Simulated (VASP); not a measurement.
# Li (Fm-3m) in VASP: a series of runs

The runs below take Li through single point, relaxation of cell and atoms, with r2SCAN.

Program: VASP 6.6.1. These are calculated values, not measurements. Logs are shortened: lines on timing, memory, paths and dates and some standing lists are left out, and cuts for length are marked.

## Step 1: The cell of the first run

The structure is cubic, space group Fm-3m (No. 225). Conventional cell: a = 4.383 Å, b = 4.383 Å, c = 4.383 Å, α = 90.00°, β = 90.00°, γ = 90.00°. Li (site symmetry m-3m) has 12 Li at 3.10 Å within 4.1 Å.

This isn't the form of Li at room conditions, which is bcc.

## Step 2: Single point, r2SCAN

Contents of POSCAR:

```
Li
1.0
    0.0000000000      2.1913624084      2.1913624084
    2.1913624084      0.0000000000      2.1913624084
    2.1913624084      2.1913624084      0.0000000000
Li
1
Direct
    0.0000000000      0.0000000000      0.0000000000
```

Contents of INCAR.step1:

```
SYSTEM = Li
ALGO     = Normal         ! electronic algorithm
EDIFF    = 1E-5           ! SCF threshold, eV
ENCUT    = 830            ! plane-wave cutoff, eV
GGA      = PE             ! functional
GGA_COMPAT= .False.      
ISMEAR   = -1             ! smearing method
LASPH    = .True.         ! aspherical terms in the spheres
LCHARG   = .False.        ! write CHGCAR
LREAL    = .False.        ! projectors in reciprocal space
LWAVE    = .True.         ! write WAVECAR
NBANDS   = 8              ! bands
NELM     = 120            ! most SCF steps
PREC     = Accurate       ! precision mode
SIGMA    = 0.1            ! smearing width, eV
```

Contents of INCAR.step2:

```
SYSTEM = Li
ALGO     = Normal         ! electronic algorithm
EDIFF    = 1E-6           ! SCF threshold, eV
ENCUT    = 830            ! plane-wave cutoff, eV
GGA_COMPAT= .False.      
ISIF     = 2              ! what is computed and relaxed
ISMEAR   = -1             ! smearing method
ISTART   = 1            
LASPH    = .True.         ! aspherical terms in the spheres
LCHARG   = .False.        ! write CHGCAR
LMIXTAU  = .True.       
LREAL    = .False.        ! projectors in reciprocal space
LWAVE    = .False.        ! write WAVECAR
METAGGA  = R2SCAN         ! meta-GGA
NBANDS   = 8              ! bands
NELM     = 120            ! most SCF steps
PREC     = Accurate       ! precision mode
SIGMA    = 0.1            ! smearing width, eV
```

Contents of KPOINTS:

```
k-points
0
Gamma
  8 8 8
  0 0 0
```

Potentials or basis: VASP PAW PBE potentials, release 64 (Li_sv).

Started as:

```console
$ cat potpaw_PBE.64/Li_sv/POTCAR > POTCAR
$ cp INCAR.step1 INCAR
$ mpirun -np 1 vasp_std > vasp.out
$ cp INCAR.step2 INCAR
$ mpirun -np 1 vasp_std > vasp.out
```

OUTCAR:

```text
SYSTEM = Li
   EDIFF = 1E-6
   ENCUT = 830
   ISIF = 2
   ISMEAR = -1
   ISTART = 1
   LASPH = .True.
   LREAL = .False.
   METAGGA = R2SCAN
   NELM = 120
   PREC = Accurate

 ion  position               nearest neighbor table
   1  0.000  0.000  0.000-

  LATTYP: Found a face centered cubic cell.
 ALAT       =     4.3827248168

  Lattice vectors:

 A1 = (   0.0000000000,   2.1913624084,   2.1913624084)
 A2 = (   2.1913624084,   0.0000000000,   2.1913624084)
 A3 = (   2.1913624084,   2.1913624084,   0.0000000000)

Analysis of symmetry for initial positions (statically):
=====================================================================
 Subroutine PRICEL returns:
 Original cell was already a primitive cell.

 Routine SETGRP: Setting up the symmetry group for a
 face centered cubic supercell.

 Subroutine GETGRP returns: Found 48 space group operations
 (whereof 48 operations were pure point group operations)
 out of a pool of 48 trial point group operations.

The static configuration has the point symmetry O_h .

Analysis of symmetry for dynamics (positions and initial velocities):
=====================================================================
 Subroutine PRICEL returns:
 Original cell was already a primitive cell.

 Routine SETGRP: Setting up the symmetry group for a
 face centered cubic supercell.

 Subroutine GETGRP returns: Found 48 space group operations
 (whereof 48 operations were pure point group operations)
 out of a pool of 48 trial point group operations.

The dynamic configuration has the point symmetry O_h .

 Subroutine INISYM returns: Found 48 space group operations
 (whereof 48 operations are pure point group operations),
 and found     1 'primitive' translations

----------------------------------------------------------------------------------------

                                     Primitive cell

  volume of cell :      21.0461

  direct lattice vectors                    reciprocal lattice vectors
     0.000000000  2.191362408  2.191362408    -0.228168558  0.228168558  0.228168558
     2.191362408  0.000000000  2.191362408     0.228168558 -0.228168558  0.228168558
     2.191362408  2.191362408  0.000000000     0.228168558  0.228168558 -0.228168558

  length of vectors
     3.099054438  3.099054438  3.099054438     0.395199535  0.395199535  0.395199535

  position of ions in fractional coordinates (direct lattice)
     0.000000000  0.000000000  0.000000000

  ion indices of the primitive-cell ions
   primitive index   ion index
                 1           1

----------------------------------------------------------------------------------------

 KPOINTS: k-points

Automatic generation of k-mesh.
 Grid dimensions read from file:
 generate k-points for:    8    8    8

 Generating k-lattice:

  Cartesian coordinates                     Fractional coordinates (reciprocal lattice)
    -0.028521070  0.028521070  0.028521070     0.125000000  0.000000000  0.000000000
     0.028521070 -0.028521070  0.028521070     0.000000000  0.125000000  0.000000000
     0.028521070  0.028521070 -0.028521070     0.000000000  0.000000000  0.125000000

  Length of vectors
     0.049399942  0.049399942  0.049399942

  Shift w.r.t. Gamma in fractional coordinates (k-lattice)
     0.000000000  0.000000000  0.000000000

 Subroutine IBZKPT returns following result:
 ===========================================

 Found     29 irreducible k-points:

 Following reciprocal coordinates:
            Coordinates               Weight
  0.000000  0.000000  0.000000      1.000000
  0.125000  0.000000  0.000000      8.000000
  0.250000  0.000000  0.000000      8.000000
  0.375000  0.000000  0.000000      8.000000
  0.500000  0.000000  0.000000      4.000000
  0.125000  0.125000  0.000000      6.000000
[... 16 lines left out ...]
  0.500000  0.250000  0.125000     48.000000
 -0.375000  0.250000  0.125000     24.000000
 [... further k-points ...]
   k-points           NKPTS =     29   k-points in BZ     NKDIM =     29   number of bands    NBANDS=      8
   number of dos      NEDOS =    301   number of ions     NIONS =      1
   total plane-waves  NPLWV =  27000
   dimension x,y,z NGX =    30 NGY =   30 NGZ =   30
   dimension x,y,z NGXF=    60 NGYF=   60 NGZF=   60
   ions per type =               1
   NGX,Y,Z   is equivalent  to a cutoff of  16.09, 16.09, 16.09 a.u.
   NGXF,Y,Z  is equivalent  to a cutoff of  32.19, 32.19, 32.19 a.u.
 SYSTEM =  Li
   PREC   = accura    normal or accurate (medium, high low for compatibility)
   ISTART =      1    job   : 0-new  1-cont  2-samecut
   ICHARG =      0    charge: 1-file 2-atom 10-const
   ISPIN  =      1    spin polarized calculation?
   LNONCOLLINEAR =      F non collinear calculations
   LSORBIT =      F    spin-orbit coupling
   LASPH  =      T    aspherical Exc in radial PAW
   ENCUT  =  830.0 eV  61.00 Ry    7.81 a.u.   7.28  7.28  7.28*2*pi/ulx,y,z
   NELM   =    120;   NELMIN=  2; NELMDL=  0     # of ELM steps
   EDIFF  = 0.1E-05   stopping-criterion for ELM
   LREAL  =      F    real-space projection
   EDIFFG = 0.1E-04   stopping-criterion for IOM
   NSW    =      0    number of steps for IOM
   IBRION =     -1    ionic relax: 0-MD 1-quasi-New 2-CG
   NFREE  =      0    steps in history (QN), initial steepest desc. (CG)
   ISIF   =      2    stress and relaxation
   ISYM   =      2    0-nonsym 1-usesym 2-fastsym
   POTIM  = 0.5000    time-step for ionic-motion
   TEBEG  =    0.0;   TEEND  =   0.0 temperature during run
   PSTRESS=    0.0 pullay stress
   NELECT =       3.0000    total number of electrons
   NUPDOWN=      -1.0000    fix difference up-down
   EMIN   =  10.00;   EMAX   =-10.00  energy-range for DOS
   EFERMI =   0.00;   METHOD = LEGACY
   ISMEAR =    -1;   SIGMA  =   0.10  broadening in eV -4-tet -1-fermi 0-gaus
   EFERMI_NEDOS =   21; number of points for ismear=-14 and -15
   IALGO  =     38    algorithm
   IMIX   =      4    mixing-type and parameters
     AMIX     =   0.40;   BMIX     =  1.00
     AMIX_MAG =   1.60;   BMIX_MAG =  1.00
  volume/ion in A,a.u.               =      21.05       142.03
  Fermi-wavevector in a.u.,A,eV,Ry     =   0.855180  1.616057  9.950395  0.731333
  Thomas-Fermi vector in A             =   1.971890
   LORBIT       =      0    0 simple, 1 ext, 2 COOP (PROOUT), +10 PAW based schemes
   METAGGA = R2SCAN    functional components
   LHFCALC =     F    Hartree Fock is set to
   AEXX    =    0.0000 exact exchange contribution
   IVDW    =     0    specifies the selected vdW correction
   LEPSILON=     F    determine dielectric tensor
   LRPA    =     F    only Hartree local field effects (RPA)
 non-spin polarized calculation
  energy-cutoff  :      830.00
  volume of cell :       21.05
 maximum number of plane-waves:      1158
 NGX is ok and might be reduce to    30
   NGX = 15   NGY = 15   NGZ = 15

 number of electron       2.9999999 magnetization

 Free energy of the ion-electron system (eV)
  ---------------------------------------------------
  ext. energy  EPLUGINS =         0.00000000
  ---------------------------------------------------
  free energy    TOTEN  =        -2.38751133 eV

  energy without entropy =       -2.37206729  energy(sigma->0) =       -2.37978931

 E-fermi :   0.4397     XC(G=0):  -7.3509

 val. band max:        0.3299721496   @ k =   0.3750   0.3750   0.0000
 cond. band min:       0.5364287639   @ k =   0.5000   0.0000   0.0000
 fundamental gap:      0.2064566143
 Fermi energy:         0.4396931497

 k-point     1 :       0.0000    0.0000    0.0000
  band No.  band energies     occupation
      1     -47.6076      2.00000
      2      -3.2900      2.00000
      3      16.1076      0.00000
      4      16.1076      0.00000
      5      16.1076      0.00000
      6      19.4566      0.00000
      7      19.4567      0.00000
      8      19.4567      0.00000

 k-point     2 :       0.1250    0.0000    0.0000
  band No.  band energies     occupation
      1     -47.6052      2.00000
      2      -2.9896      2.00000
      3      13.1409      0.00000
      4      15.4604      0.00000
      5      15.4604      0.00000
      6      18.9461      0.00000
      7      20.5542      0.00000
      8      20.5542      0.00000

 k-point     3 :       0.2500    0.0000    0.0000
  band No.  band energies     occupation
      1     -47.5994      2.00000
      2      -2.0922      2.00000
      3       8.9746      0.00000
      4      14.6622      0.00000
      5      14.6622      0.00000
      6      19.3723      0.00000
      7      20.0704      0.00000
      8      20.0704      0.00000

 k-point     4 :       0.3750    0.0000    0.0000
  band No.  band energies     occupation
      1     -47.5936      2.00000
      2      -0.6587      1.99997
      3       5.4634      0.00000
      4      14.2833      0.00000
      5      14.2833      0.00000
      6      18.4028      0.00000
      7      18.4028      0.00000
      8      18.9135      0.00000

 k-point     5 :       0.5000    0.0000    0.0000
  band No.  band energies     occupation
      1     -47.5911      2.00000
      2       0.5364      0.55082
      3       3.5645      0.00000
      4      14.2112      0.00000
      5      14.2112      0.00000
      6      17.7499      0.00000
      7      17.7499      0.00000
      8      18.5857      0.00000

 k-point     6 :       0.1250    0.1250    0.0000
  band No.  band energies     occupation
      1     -47.6044      2.00000
      2      -2.8883      2.00000
      3      13.9549      0.00000
      4      13.9549      0.00000
      5      16.0559      0.00000
      6      16.2698      0.00000
      7      19.7029      0.00000
      8      22.3595      0.00000

 k-point     7 :       0.2500    0.1250    0.0000
  band No.  band energies     occupation
      1     -47.5997      2.00000
      2      -2.1846      2.00000
      3      10.4567      0.00000
      4      12.8946      0.00000
      5      15.4463      0.00000
      6      16.3311      0.00000
      7      18.2202      0.00000
      8      23.2448      0.00000
[... 133 lines left out ...]
 k-point    20 :      -0.3750    0.3750    0.0000
  band No.  band energies     occupation
      1     -47.5863      2.00000
      2       3.2221      0.00000
      3       3.7654      0.00000
      4       7.2578      0.00000
      5      10.5835      0.00000
      6      15.1380      0.00000
      7      19.9801      0.00000
      8      26.4814      0.00000

 k-point    21 :       0.5000    0.5000    0.0000
  band No.  band energies     occupation
      1     -47.5859      2.00000
      2       2.1853      0.00000
      3       5.4240      0.00000
      4       9.6002      0.00000
      5       9.6002      0.00000
      6      11.5348      0.00000
      7      16.8348      0.00000
      8      32.3834      0.00000

 k-point    22 :       0.3750    0.2500    0.1250
  band No.  band energies     occupation
      1     -47.5951      2.00000
      2      -1.2750      2.00000
      3       8.8579      0.00000
      4      10.6058      0.00000
      5      13.6585      0.00000
      6      17.3601      0.00000
      7      17.4226      0.00000
      8      22.7236      0.00000

 k-point    23 :       0.5000    0.2500    0.1250
  band No.  band energies     occupation
      1     -47.5904      2.00000
      2       0.2084      1.81985
      3       5.8666      0.00000
      4       9.8518      0.00000
      5      12.0428      0.00000
      6      16.9261      0.00000
      7      19.8465      0.00000
      8      22.2049      0.00000

 k-point    24 :      -0.3750    0.2500    0.1250
  band No.  band energies     occupation
      1     -47.5885      2.00000
      2       1.5687      0.00002
      3       3.8721      0.00000
      4       9.8006      0.00000
      5      11.3908      0.00000
      6      16.7456      0.00000
      7      20.4904      0.00000
      8      24.2425      0.00000

 [... further k-points ...]

------------------------ aborting loop because EDIFF is reached ----------------------------------------

  FORCE on cell =-STRESS in cart. coord.  units (eV):
  Direction    XX          YY          ZZ          XY          YZ          ZX
  --------------------------------------------------------------------------------------
  -------------------------------------------------------------------------------------
  Total       -0.0123040     -0.0123040     -0.0123040      0.0000000     -0.0000000      0.0000000
  in kB       -0.9366622     -0.9366622     -0.9366622      0.0000000     -0.0000000      0.0000000
  external PRESSURE =      -0.9366622 kB  Pullay stress =       0.0000000 kB

 VOLUME and BASIS-vectors are now :
 -----------------------------------------------------------------------------
  energy-cutoff  :      830.00
  volume of cell :       21.05
      direct lattice vectors                 reciprocal lattice vectors
     0.000000000  2.191362408  2.191362408    -0.228168558  0.228168558  0.228168558
     2.191362408  0.000000000  2.191362408     0.228168558 -0.228168558  0.228168558
     2.191362408  2.191362408  0.000000000     0.228168558  0.228168558 -0.228168558

 POSITION                                       TOTAL-FORCE (eV/Angst)
 -----------------------------------------------------------------------------------
      0.00000      0.00000      0.00000         0.000000      0.000000      0.000000
 -----------------------------------------------------------------------------------
    total drift:                               -0.000000     -0.000000     -0.000000

  FREE ENERGIE OF THE ION-ELECTRON SYSTEM (eV)
  ---------------------------------------------------
  free  energy   TOTEN  =        -2.3875113255 eV

  energy  without entropy=       -2.3720672904  energy(sigma->0) =       -2.37978931
```

Wall time 59 s (1 thread of Intel Xeon 8259CL, shared host); peak memory 0.13 GiB.

Results:

- Free energy: -2.3875 eV
- Pressure: -0.1 GPa
- Band gap on the k mesh: zero (an odd number of electrons rules out a gap without spin polarisation)

Caveat: the PAW data sets were made with another functional, which shifts forces and pressure a little.

## Step 3: Relaxation of cell and atoms, r2SCAN

This run uses another cell than the first one, of 21.59 Å³/atom.

Contents of POSCAR:

```
Li
1.0
    0.0000000000      2.2100000000      2.2100000000
    2.2100000000      0.0000000000      2.2100000000
    2.2100000000      2.2100000000      0.0000000000
Li
1
Direct
    0.0000000000      0.0000000000      0.0000000000
```

INCAR.step1, as its differences from that of step 2:

```diff
@@ -3,2 +3,3 @@
 EDIFF    = 1E-5           ! SCF threshold, eV
+EDIFFG   = -0.005         ! ionic threshold
 ENCUT    = 830            ! plane-wave cutoff, eV
@@ -6,2 +7,4 @@
 GGA_COMPAT= .False.      
+IBRION   = 2              ! ionic algorithm
+ISIF     = 3              ! what is computed and relaxed
 ISMEAR   = -1             ! smearing method
@@ -11,4 +14,5 @@
 LWAVE    = .True.         ! write WAVECAR
-NBANDS   = 8              ! bands
 NELM     = 120            ! most SCF steps
+NELMIN   = 4            
+NSW      = 100            ! ionic steps
 PREC     = Accurate       ! precision mode
```

Contents of INCAR.step2:

```
SYSTEM = Li
ALGO     = Normal         ! electronic algorithm
EDIFF    = 1E-7           ! SCF threshold, eV
EDIFFG   = -0.02          ! ionic threshold
ENCUT    = 830            ! plane-wave cutoff, eV
GGA_COMPAT= .False.      
IBRION   = 2              ! ionic algorithm
ISIF     = 3              ! what is computed and relaxed
ISMEAR   = -1             ! smearing method
ISTART   = 1            
LASPH    = .True.         ! aspherical terms in the spheres
LCHARG   = .False.        ! write CHGCAR
LMIXTAU  = .True.       
LREAL    = .False.        ! projectors in reciprocal space
LWAVE    = .False.        ! write WAVECAR
METAGGA  = R2SCAN         ! meta-GGA
NELM     = 120            ! most SCF steps
NELMIN   = 4            
NSW      = 80             ! ionic steps
PREC     = Accurate       ! precision mode
SIGMA    = 0.1            ! smearing width, eV
```

KPOINTS is that of step 2.

Potentials or basis: VASP PAW PBE potentials, release 64 (Li_sv).

Started as:

```console
$ cat potpaw_PBE.64/Li_sv/POTCAR > POTCAR
$ cp INCAR.step1 INCAR
$ mpirun -np 1 vasp_std > vasp.out
$ cp INCAR.step2 INCAR
$ mpirun -np 1 vasp_std > vasp.out
```

Run time: 1.9 min. Hardware: 1 thread of Intel Xeon 8259CL, shared host; peak memory 0.14 GiB.

Results (log left out):

* Free energy: -2.3877 eV
* Relaxed volume: 21.14 Å³/atom
* Relaxed cell: a = 3.104 Å, b = 3.104 Å, c = 3.104 Å, α = 60.00°, β = 60.00°, γ = 60.00°
* Space group after relaxing (to 0.1 Å): Fm-3m (No. 225)
* Energy gained by relaxing: 0.2 meV/atom
* Ionic steps: 3
* Pressure after relaxing: -0.1 GPa
* Band gap on the k mesh: zero (an odd number of electrons rules out a gap without spin polarisation)

Step by step:
```
step  energy change (eV)  largest force (eV/Å)  pressure (GPa)  volume (Å³)
   1              0.0000                0.0000           -0.38        21.59
   2             -0.0003                0.0000           -0.25        21.43
   3             -0.0002                0.0000           -0.11        21.14
```

Final structure:
```
CELL_PARAMETERS angstrom
0.00000 2.19472 2.19472
2.19472 0.00000 2.19472
2.19472 2.19472 0.00000
ATOMIC_POSITIONS crystal
Li 0.00000 0.00000 0.00000
```

Levels at points of the mesh, in eV from the Fermi level:
| k point | band 1 | band 2 | band 3 | band 4 | band 5 |
| --- | --- | --- | --- | --- | --- |
| (0.00, 0.00, 0.00) | -48.07 | -3.72 | 15.62 | 15.62 | 15.62 |
| (0.50, 0.00, 0.00) | -48.05 | 0.10 | 3.12 | 13.73 | 13.73 |
| (0.50, 0.50, 0.00) | -48.05 | 1.74 | 4.97 | 9.13 | 9.13 |

Caveat: the PAW data sets were made with another functional, which shifts forces and pressure a little.

The gap in the log of VASP goes by the Fermi energy; the results here count the filled bands.